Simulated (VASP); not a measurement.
# Cd2HgTe3 (P3m1) in VASP: a series of runs

Cd2HgTe3 is run at these levels: PBE; tasks: single point.

Program: VASP 6.6.1. These are calculated values, not measurements. Logs are shortened: lines on timing, memory, paths and dates and some standing lists are left out, and cuts for length are marked.

### Step 1. The cell of the first run

The structure is trigonal, space group P3m1 (No. 156). Conventional cell: a = 4.690 Å, b = 4.690 Å, c = 11.473 Å, α = 90.00°, β = 90.00°, γ = 120.00°. Cd (site symmetry 3m) has 4 Te at 2.87 Å within 3.8 Å. Cd (site symmetry 3m) has 4 Te at 2.87 Å within 3.8 Å. Hg (site symmetry 3m) has 4 Te at 2.87 to 2.88 Å within 3.8 Å. Within 3.8 Å of Te (site symmetry 3m) lie 1 Cd at 2.87 Å and 3 Hg at 2.87 Å. Te (site symmetry 3m) has 3 Cd at 2.87 Å and 1 Hg at 2.88 Å within 3.8 Å. Within 3.8 Å of Te (site symmetry 3m) lie 4 Cd at 2.87 Å.

### Step 2. Single point, PBE

The input, INCAR:

```
SYSTEM = Cd2HgTe3
PREC = Accurate ; ENCUT = 520
EDIFF = 1E-6 ; ISMEAR = 0
SIGMA = 0.1 ; LREAL = .False.
LASPH = .True. ; NELM = 100
ALGO = Normal ; ISIF = 2
LWAVE = .False. ; LCHARG = .False.
GGA = PE ; NBANDS = 36
```

The input, KPOINTS:

```
Automatic mesh
0
Gamma
  12 12 4
  0 0 0
```

The input, POSCAR:

```
Cd2HgTe3
1.0
    4.6899815949      0.0000000000      0.0000000000
   -2.3449907974      4.0616432044      0.0000000000
    0.0000000000      0.0000000000     11.4734976000
Cd Hg Te
2 1 3
Direct
    0.0000000000      0.0000000000      0.0005620000
    0.6666666667      0.3333333333      0.3333650000
    0.3333333333      0.6666666667      0.6666610000
    0.0000000000      0.0000000000      0.7506830000
    0.3333333333      0.6666666667      0.4156450000
    0.6666666667      0.3333333333      0.0830850000
```

Potentials or basis: VASP PAW PBE potentials, release 64 (Cd, Hg, Te).

Run with:

```
$ cat potpaw_PBE.64/Cd/POTCAR potpaw_PBE.64/Hg/POTCAR potpaw_PBE.64/Te/POTCAR > POTCAR
$ mpirun -np 1 vasp_std > vasp.out
```

OUTCAR:

```text
SYSTEM = Cd2HgTe3
   PREC = Accurate
   ENCUT = 520
   EDIFF = 1E-6
   ISMEAR = 0
   LREAL = .False.
   LASPH = .True.
   NELM = 100
   ISIF = 2
   GGA = PE

 ion  position               nearest neighbor table
   1  0.000  0.000  0.001-   4 2.87   6 2.87   6 2.87   6 2.87
   2  0.667  0.333  0.333-   5 2.87   5 2.87   5 2.87   6 2.87
   3  0.333  0.667  0.667-   4 2.87   4 2.87   4 2.87   5 2.88
   4  0.000  0.000  0.751-   1 2.87   3 2.87   3 2.87   3 2.87
   5  0.333  0.667  0.416-   2 2.87   2 2.87   2 2.87   3 2.88
   6  0.667  0.333  0.083-   1 2.87   1 2.87   1 2.87   2 2.87

  LATTYP: Found a hexagonal cell.
 ALAT       =     4.6899815949
 C/A-ratio  =     2.4463843552

  Lattice vectors:

 A1 = (   4.6899815949,   0.0000000000,   0.0000000000)
 A2 = (  -2.3449907974,   4.0616432044,   0.0000000000)
 A3 = (   0.0000000000,   0.0000000000,  11.4734976000)

Analysis of symmetry for initial positions (statically):
=====================================================================
 Subroutine PRICEL returns:
 Original cell was already a primitive cell.

 Routine SETGRP: Setting up the symmetry group for a
 hexagonal supercell.

 Subroutine GETGRP returns: Found  6 space group operations
 (whereof  6 operations were pure point group operations)
 out of a pool of 24 trial point group operations.

The static configuration has the point symmetry C_3v.

Analysis of symmetry for dynamics (positions and initial velocities):
=====================================================================
 Subroutine PRICEL returns:
 Original cell was already a primitive cell.

 Routine SETGRP: Setting up the symmetry group for a
 hexagonal supercell.

 Subroutine GETGRP returns: Found  6 space group operations
 (whereof  6 operations were pure point group operations)
 out of a pool of 24 trial point group operations.

The dynamic configuration has the point symmetry C_3v.

 Subroutine INISYM returns: Found  6 space group operations
 (whereof  6 operations are pure point group operations),
 and found     1 'primitive' translations

----------------------------------------------------------------------------------------

                                     Primitive cell

  volume of cell :     218.5590

  direct lattice vectors                    reciprocal lattice vectors
     4.689981595  0.000000000  0.000000000     0.213220453  0.123102886  0.000000000
    -2.344990797  4.061643204  0.000000000     0.000000000  0.246205772  0.000000000
     0.000000000  0.000000000 11.473497600     0.000000000  0.000000000  0.087157381

  length of vectors
     4.689981595  4.689981595 11.473497600     0.246205772  0.246205772  0.087157381

  position of ions in fractional coordinates (direct lattice)
     0.000000000  0.000000000  0.000562000
     0.666666667  0.333333333  0.333365000
     0.333333333  0.666666667  0.666661000
     0.000000000  0.000000000  0.750683000
     0.333333333  0.666666667  0.415645000
     0.666666667  0.333333333  0.083085000

  ion indices of the primitive-cell ions
   primitive index   ion index
                 1           1
                 2           2
                 3           3
                 4           4
                 5           5
                 6           6

----------------------------------------------------------------------------------------

 KPOINTS: Automatic mesh

Automatic generation of k-mesh.
 Grid dimensions read from file:
 generate k-points for:   12   12    4

 Generating k-lattice:

  Cartesian coordinates                     Fractional coordinates (reciprocal lattice)
     0.017768371  0.010258574  0.000000000     0.083333333  0.000000000  0.000000000
     0.000000000  0.020517148  0.000000000     0.000000000  0.083333333  0.000000000
     0.000000000  0.000000000  0.021789345     0.000000000  0.000000000  0.250000000

  Length of vectors
     0.020517148  0.020517148  0.021789345

  Shift w.r.t. Gamma in fractional coordinates (k-lattice)
     0.000000000  0.000000000  0.000000000

 Subroutine IBZKPT returns following result:
 ===========================================

 Found     69 irreducible k-points:

 Following reciprocal coordinates:
            Coordinates               Weight
  0.000000  0.000000  0.000000      1.000000
  0.083333 -0.000000  0.000000      6.000000
  0.166667  0.000000  0.000000      6.000000
  0.250000  0.000000  0.000000      6.000000
  0.333333  0.000000  0.000000      6.000000
  0.416667  0.000000  0.000000      6.000000
[... 16 lines left out ...]
  0.166667  0.000000  0.250000      6.000000
  0.000000  0.166667  0.250000      6.000000
 [... further k-points ...]
   k-points           NKPTS =     69   k-points in BZ     NKDIM =     69   number of bands    NBANDS=     36
   number of dos      NEDOS =    301   number of ions     NIONS =      6
   total plane-waves  NPLWV = 116640
   dimension x,y,z NGX =    36 NGY =   36 NGZ =   90
   dimension x,y,z NGXF=    72 NGYF=   72 NGZF=  180
   ions per type =               2   1   3
   NGX,Y,Z   is equivalent  to a cutoff of  12.76, 12.76, 13.04 a.u.
   NGXF,Y,Z  is equivalent  to a cutoff of  25.52, 25.52, 26.08 a.u.
 SYSTEM =  Cd2HgTe3
   PREC   = accura    normal or accurate (medium, high low for compatibility)
   ISTART =      0    job   : 0-new  1-cont  2-samecut
   ICHARG =      2    charge: 1-file 2-atom 10-const
   ISPIN  =      1    spin polarized calculation?
   LNONCOLLINEAR =      F non collinear calculations
   LSORBIT =      F    spin-orbit coupling
   LASPH  =      T    aspherical Exc in radial PAW
   ENCUT  =  520.0 eV  38.22 Ry    6.18 a.u.   8.72  8.72 21.33*2*pi/ulx,y,z
   NELM   =    100;   NELMIN=  2; NELMDL= -5     # of ELM steps
   EDIFF  = 0.1E-05   stopping-criterion for ELM
   LREAL  =      F    real-space projection
   EDIFFG = 0.1E-04   stopping-criterion for IOM
   NSW    =      0    number of steps for IOM
   IBRION =     -1    ionic relax: 0-MD 1-quasi-New 2-CG
   NFREE  =      0    steps in history (QN), initial steepest desc. (CG)
   ISIF   =      2    stress and relaxation
   ISYM   =      2    0-nonsym 1-usesym 2-fastsym
   POTIM  = 0.5000    time-step for ionic-motion
   TEBEG  =    0.0;   TEEND  =   0.0 temperature during run
   PSTRESS=    0.0 pullay stress
   NELECT =      54.0000    total number of electrons
   NUPDOWN=      -1.0000    fix difference up-down
   EMIN   =  10.00;   EMAX   =-10.00  energy-range for DOS
   EFERMI =   0.00;   METHOD = LEGACY
   ISMEAR =     0;   SIGMA  =   0.10  broadening in eV -4-tet -1-fermi 0-gaus
   EFERMI_NEDOS =   21; number of points for ismear=-14 and -15
   IALGO  =     38    algorithm
   IMIX   =      4    mixing-type and parameters
     AMIX     =   0.40;   BMIX     =  1.00
     AMIX_MAG =   1.60;   BMIX_MAG =  1.00
  volume/ion in A,a.u.               =      36.43       245.82
  Fermi-wavevector in a.u.,A,eV,Ry     =   1.027267  1.941252 14.357911  1.055277
  Thomas-Fermi vector in A             =   2.161203
   LORBIT       =      0    0 simple, 1 ext, 2 COOP (PROOUT), +10 PAW based schemes
   GGA     = PE    functional components
   LHFCALC =     F    Hartree Fock is set to
   AEXX    =    0.0000 exact exchange contribution
   IVDW    =     0    specifies the selected vdW correction
   LEPSILON=     F    determine dielectric tensor
   LRPA    =     F    only Hartree local field effects (RPA)
 non-spin polarized calculation
 Gauss-broadening in eV      SIGMA  =   0.10
  energy-cutoff  :      520.00
  volume of cell :      218.56
 maximum number of plane-waves:      5919
 NGX is ok and might be reduce to    36
   NGX = 17   NGY = 17   NGZ = 43

 number of electron      53.9999993 magnetization

 Free energy of the ion-electron system (eV)
  ---------------------------------------------------
  ext. energy  EPLUGINS =         0.00000000
  ---------------------------------------------------
  free energy    TOTEN  =       -13.26433556 eV

  energy without entropy =      -13.26382721  energy(sigma->0) =      -13.26408139

 E-fermi :   2.0505     XC(G=0):  -8.3246

 val. band max:        1.9772773247   @ k =   0.0000   0.0000   0.0000
 cond. band min:       2.6193006964   @ k =   0.0000   0.0000   0.2500
 fundamental gap:      0.6420233717
 Fermi energy:         2.0504503455

 k-point     1 :       0.0000    0.0000    0.0000
  band No.  band energies     occupation
      1      -9.1139      2.00000
      2      -8.8166      2.00000
      3      -8.7538      2.00000
      4      -6.2464      2.00000
      5      -6.2464      2.00000
      6      -6.2174      2.00000
[... 28 lines left out ...]
     35       7.0379      0.00000
     36       7.1871      0.00000

 k-point     2 :       0.0833   -0.0000    0.0000
  band No.  band energies     occupation
      1      -9.0905      2.00000
      2      -8.8019      2.00000
      3      -8.7418      2.00000
      4      -6.2418      2.00000
      5      -6.2354      2.00000
      6      -6.2138      2.00000
[... 28 lines left out ...]
     35       7.0551      0.00000
     36       7.1045      0.00000

 k-point     3 :       0.1667    0.0000    0.0000
  band No.  band energies     occupation
      1      -9.0248      2.00000
      2      -8.7621      2.00000
      3      -8.7096      2.00000
      4      -6.2296      2.00000
      5      -6.2066      2.00000
      6      -6.2029      2.00000
[... 28 lines left out ...]
     35       6.9357      0.00000
     36       7.3603      0.00000
[... 742 lines left out ...]
 k-point    23 :       0.1667    0.0000    0.2500
  band No.  band energies     occupation
      1      -9.0097      2.00000
      2      -8.8137      2.00000
      3      -8.6736      2.00000
      4      -6.2296      2.00000
      5      -6.2053      2.00000
      6      -6.2033      2.00000
[... 28 lines left out ...]
     35       6.9517      0.00000
     36       7.5353      0.00000

 k-point    24 :       0.0000    0.1667    0.2500
  band No.  band energies     occupation
      1      -9.0083      2.00000
      2      -8.8174      2.00000
      3      -8.6714      2.00000
      4      -6.2293      2.00000
      5      -6.2081      2.00000
      6      -6.2028      2.00000
[... 28 lines left out ...]
     35       7.2344      0.00000
     36       7.2432      0.00000

 [... further k-points ...]
[... 5 lines left out ...]
  --------------------------------------------------------------------------------------
  -------------------------------------------------------------------------------------
  Total        0.1089267      0.1089267      0.1118121      0.0000000     -0.0000000     -0.0000000
  in kB        0.7985025      0.7985025      0.8196538      0.0000000     -0.0000000     -0.0000000
  external PRESSURE =       0.8055530 kB  Pullay stress =       0.0000000 kB

 VOLUME and BASIS-vectors are now :
 -----------------------------------------------------------------------------
  energy-cutoff  :      520.00
  volume of cell :      218.56
      direct lattice vectors                 reciprocal lattice vectors
     4.689981595  0.000000000  0.000000000     0.213220453  0.123102886  0.000000000
    -2.344990797  4.061643204  0.000000000     0.000000000  0.246205772  0.000000000
     0.000000000  0.000000000 11.473497600     0.000000000  0.000000000  0.087157381

 POSITION                                       TOTAL-FORCE (eV/Angst)
 -----------------------------------------------------------------------------------
      0.00000      0.00000      0.00645        -0.000000      0.000000      0.000249
      2.34499      1.35388      3.82486         0.000000     -0.000000      0.000465
     -0.00000      2.70776      7.64893         0.000000     -0.000000     -0.000085
      0.00000      0.00000      8.61296        -0.000000     -0.000000     -0.003463
     -0.00000      2.70776      4.76890         0.000000     -0.000000      0.003513
      2.34499      1.35388      0.95328         0.000000     -0.000000     -0.000679
 -----------------------------------------------------------------------------------
    total drift:                                0.000001     -0.000000      0.000186

  FREE ENERGIE OF THE ION-ELECTRON SYSTEM (eV)
  ---------------------------------------------------
  free  energy   TOTEN  =       -13.2643355609 eV

  energy  without entropy=      -13.2638272105  energy(sigma->0) =      -13.26408139
```

It took 5.6 min on 1 thread of Intel Xeon 6975P-C (Granite Rapids), shared host; peak memory 0.67 GiB.

What came out:

* Free energy: -13.2643 eV
* Pressure: 0.1 GPa
* Largest force: 0.004 eV/Å
* Band gap on the k mesh: zero (filled and empty bands touch)

Forces in eV/Å, atoms in the order of the input:
```
Cd   0.000  0.000  0.000
Cd   0.000  0.000  0.000
Hg   0.000  0.000  0.000
Te   0.000  0.000 -0.003
Te   0.000  0.000  0.004
Te   0.000  0.000 -0.001
```

Caveat: spin-orbit coupling is left out, which moves the levels of the heavy elements.

### Step 3. Single point, PBE (volume scaled by 0.91, then relaxed in part)

The input, INCAR:

```
  ALGO = Normal
  EDIFF = 1E-6
  ENCUT = 520
  GGA = PE
  ISIF = 2
  ISMEAR = 0
  LASPH = True
  LCHARG = True
  LELF = True
  LREAL = False
  LVHAR = True
  LWAVE = False
  NBANDS = 36
  NELM = 100
  PREC = Accurate
  SIGMA = 0.1
```

The input, KPOINTS:

```
k-points
0
Gamma
  12 12 4
```

The input, POSCAR:

```
Cd2HgTe3
1.0
    4.5457561538      0.0000000000      0.0000000000
   -2.2728780769      3.9367403086      0.0000000000
    0.0000000000      0.0000000000     11.1139190087
Cd Hg Te
2 1 3
Direct
    0.0000000000      0.0000000000      0.0008179242
    0.6666666667      0.3333333333      0.3334025587
    0.3333333333      0.6666666667      0.6664985269
    0.0000000000      0.0000000000      0.7508788147
    0.3333333333      0.6666666667      0.4153473047
    0.6666666667      0.3333333333      0.0830558709
```

Potentials or basis: VASP PAW PBE potentials, release 64 (Cd, Hg, Te).

Run with:

```
$ cat potpaw_PBE.64/Cd/POTCAR potpaw_PBE.64/Hg/POTCAR potpaw_PBE.64/Te/POTCAR > POTCAR
$ mpirun -np 1 vasp_std > vasp.out
```

Run time: 4 min. Hardware: 1 thread of Intel Xeon 6975P-C (Granite Rapids), shared host; peak memory 0.63 GiB.

Results (log left out):

* Free energy: -13.0196 eV
* Pressure: 4.3 GPa
* Largest force: 0.004 eV/Å
* Band gap on the k mesh: 0.19 eV, direct

Forces in eV/Å, atoms in the order of the input:
```
Cd   0.000  0.000  0.000
Cd   0.000  0.000  0.001
Hg   0.000  0.000  0.000
Te   0.000  0.000 -0.003
Te   0.000  0.000  0.004
Te   0.000  0.000 -0.001
```

Levels at points of the mesh, in eV from the valence-band top:
```tsv
k point	band 24	band 25	band 26	band 27	band 28	band 29	band 30	band 31
(0.00, 0.00, 0.00)	-0.69	-0.04	0.00	0.00	0.19	1.45	1.74	4.41
(0.50, 0.00, 0.00)	-1.96	-1.78	-1.35	-1.20	2.06	2.45	2.60	2.64
(0.00, 0.00, 0.50)	-0.44	-0.44	-0.15	-0.15	1.01	1.67	1.74	4.49
(0.50, 0.00, 0.50)	-1.92	-1.84	-0.92	-0.91	1.36	2.55	2.61	3.54
```

Caveat: spin-orbit coupling is left out, which moves the levels of the heavy elements.

### Step 4. Single point, PBE (volume scaled by 0.94, then relaxed in part)

The input, INCAR:

```
SYSTEM = Cd2HgTe3
PREC = Accurate
ENCUT = 520
EDIFF = 1E-6
ISMEAR = 0
SIGMA = 0.1
LREAL = .False.
LASPH = .True.
NELM = 100
ALGO = Normal
ISIF = 2
LWAVE = .False.
LCHARG = .True.
GGA = PE
LELF = .True.
LVHAR = .True.
NBANDS = 36
```

The input, KPOINTS:

```
regular mesh
0
Gamma
  12 12 4
  0 0 0
```

The input, POSCAR:

```
Cd2HgTe3
1.0
    4.5942408205      0.0000000000      0.0000000000
   -2.2971204102      3.9787292616      0.0000000000
    0.0000000000      0.0000000000     11.2392788674
Cd Hg Te
2 1 3
Direct
    0.0000000000      0.0000000000      0.0005620000
    0.6666666667      0.3333333333      0.3333650000
    0.3333333333      0.6666666667      0.6666610000
    0.0000000000      0.0000000000      0.7506830000
    0.3333333333      0.6666666667      0.4156450000
    0.6666666667      0.3333333333      0.0830850000
```

Run with:

```
$ cat potpaw_PBE.64/Cd/POTCAR potpaw_PBE.64/Hg/POTCAR potpaw_PBE.64/Te/POTCAR > POTCAR
$ mpirun -np 1 vasp_std > vasp.out
```

It took 4.4 min on 1 thread of Intel Xeon 6975P-C (Granite Rapids), shared host; peak memory 0.65 GiB.

The run converged. Its results:

```
Free energy            : -13.1595 eV
Pressure               : 2.6 GPa
Largest force          : 0.005 eV/Å
Band gap on the k mesh : 0.10 eV, direct
```

Forces on the atoms (eV/Å):
```
Cd   0.000  0.000  0.002
Cd   0.000  0.000  0.003
Hg   0.000  0.000 -0.005
Te   0.000  0.000  0.005
Te   0.000  0.000 -0.003
Te   0.000  0.000 -0.002
```

Levels at points of the mesh, in eV from the valence-band top:
```
           k point  band 24  band 25  band 26  band 27  band 28  band 29  band 30  band 31
(0.00, 0.00, 0.00)    -0.64    -0.04     0.00     0.00     0.10     1.41     1.72     4.45
(0.50, 0.00, 0.00)    -1.86    -1.68    -1.27    -1.13     2.03     2.51     2.59     2.62
(0.00, 0.00, 0.50)    -0.41    -0.41    -0.14    -0.14     0.96     1.64     1.68     4.49
(0.50, 0.00, 0.50)    -1.80    -1.73    -0.86    -0.86     1.34     2.57     2.65     3.55
```

Caveat: spin-orbit coupling is left out, which moves the levels of the heavy elements.

### Step 5. Overview

```tsv
cell	gap on the mesh (eV)	pressure (GPa)
a = 4.690, b = 4.690, c = 11.473 Å, angles 90.0, 90.0, 120.0°, 6 atoms	none	0.1
a = 4.546, b = 4.546, c = 11.114 Å, angles 90.0, 90.0, 120.0°, 6 atoms	0.19	4.3
a = 4.594, b = 4.594, c = 11.239 Å, angles 90.0, 90.0, 120.0°, 6 atoms	0.10	2.6
```

Alike in all rows: task single point; level PBE; potentials or basis VASP PAW PBE potentials, release 64 (Cd, Hg, Te); no spin polarisation; k mesh 12 × 12 × 4; cutoff (eV) 520; smearing gaussian 0.1 eV.

Caveats: spin-orbit coupling is left out, which moves the levels of the heavy elements.

Total energies depend on the potentials used, so only differences within one code and one set of settings carry meaning.
